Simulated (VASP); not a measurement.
Runs of VASP 6.6.1 on Ti. The structure is that of space group Pm-3m (No. 221), or close to it. The cells are those of the table. 

| task | cell | k mesh for the DOS | occupations for the DOS | gap on the mesh (eV) | pressure (GPa) |
| --- | --- | --- | --- | --- | --- |
| single point | a = 2.449 Å, 1 atom | - | - | none | (b) |
| single point | a = 1.989 Å, 1 atom | - | - | none | 301.9 |
| single point | a = 2.189 Å, 1 atom | - | - | none | 105.4 |
| single point | a = 2.283 Å, 1 atom | - | - | none | 63.6 |
| single point | a = 2.369 Å, 1 atom | - | - | none | (a) |
| single point | a = 2.596 Å, 1 atom | - | - | none | -0.1 |
| single point | a = 2.087 Å, 1 atom | - | - | none | 179.9 |

Alike in all rows: level PBEsol; potentials or basis VASP PAW PBE potentials, release 64 (Ti_sv); no spin polarisation; k mesh 14 × 14 × 14; cutoff (eV) 520; smearing fermi-dirac 0.08 eV.

Fill in the values left out.

(a) 37.4; (b) 19.9.

Caveats: the PAW data sets were made with another functional, which shifts forces and pressure a little.

A gap of «none» marks levels without a gap at the run's occupations.
